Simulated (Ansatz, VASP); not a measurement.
AlInH4 in VASP and in Ansatz

Contents of INCAR:

```
SYSTEM = AlInH4
  PREC = Accurate
  ENCUT = 600
  EDIFF = 1E-7
  ISMEAR = 0
  SIGMA = 0.02
  LREAL = .FALSE.
  LASPH = .TRUE.
  NELM = 80
  ALGO = Normal
  ISIF = 3
  LWAVE = .FALSE.
  LCHARG = .FALSE.
  GGA = PE
  IBRION = 2
  NSW = 100
  EDIFFG = -0.01
```

Contents of KPOINTS:

```
regular mesh
0
G
  6 6 6
  0 0 0
```

The input POSCAR:

```
AlInH4
1.0
    0.0000000000      3.7409120317      3.7409120317
    3.7409120317      0.0000000000      3.7409120317
    3.7409120317      3.7409120317      0.0000000000
Al In H
1 1 4
Direct
    0.5000000000      0.5000000000      0.5000000000
    0.2500000000      0.2500000000      0.2500000000
    0.6263415246      0.1209754261      0.6263415246
    0.6263415246      0.6263415246      0.6263415246
    0.1209754261      0.6263415246      0.6263415246
    0.6263415246      0.6263415246      0.1209754261
```

Input for Ansatz:

```yaml
crystal:
  lattice:
    - [0.0, 3.7409120317, 3.7409120317]
    - [3.7409120317, 0.0, 3.7409120317]
    - [3.7409120317, 3.7409120317, 0.0]
  atoms:
    - { symbol: Al, position: [0.5, 0.5, 0.5] }
    - { symbol: In, position: [0.25, 0.25, 0.25] }
    - { symbol: H, position: [0.6263415246, 0.1209754261, 0.6263415246] }
    - { symbol: H, position: [0.6263415246, 0.6263415246, 0.6263415246] }
    - { symbol: H, position: [0.1209754261, 0.6263415246, 0.6263415246] }
    - { symbol: H, position: [0.6263415246, 0.6263415246, 0.1209754261] }
basis:
  ecutwfc: 420
kpoints:
  mp_grid: { grid: [6, 6, 6] }
hamiltonian:
  xc: pbe
scf:
  occupations: { method: gaussian, width: 0.02 }
output:
  forces: true
  stress: true
  eigenvalues: true
  write_density: true
  write_potential: true
  elf: true
  volumetric_format: npy
relax:
  adjacent_minimum: "off"
  f_tol: 0.01
  max_steps: 80
  cell: { stress_tol: 0.05 }
```

Alike in both runs: task relaxation of cell and atoms; functional PBE; k mesh 6 × 6 × 6; occupations gaussian, width 0.02 eV; no spin polarisation.

```csv
,VASP,Ansatz
version,VASP 6.6.1,Ansatz 0.2.0
potentials or method,"VASP PAW PBE potentials, release 64 (Al, In_d, H), cutoff 600 eV","scalar-relativistic, plane waves, PAW"
valence electrons in the cell,20,20
```

Ansatz gave:

* gap on the k mesh at the Fermi level, each at its own relaxed structure (eV): 3.20
* relaxed volume (Å³/atom): 18.07
* relaxed cell length with the largest relative difference (Å): 5.352

Estimate VASP's values.

gap on the k mesh at the Fermi level, each at its own relaxed structure (eV): 3.20; relaxed volume (Å³/atom): 18.06; relaxed cell length with the largest relative difference (Å): 5.351.
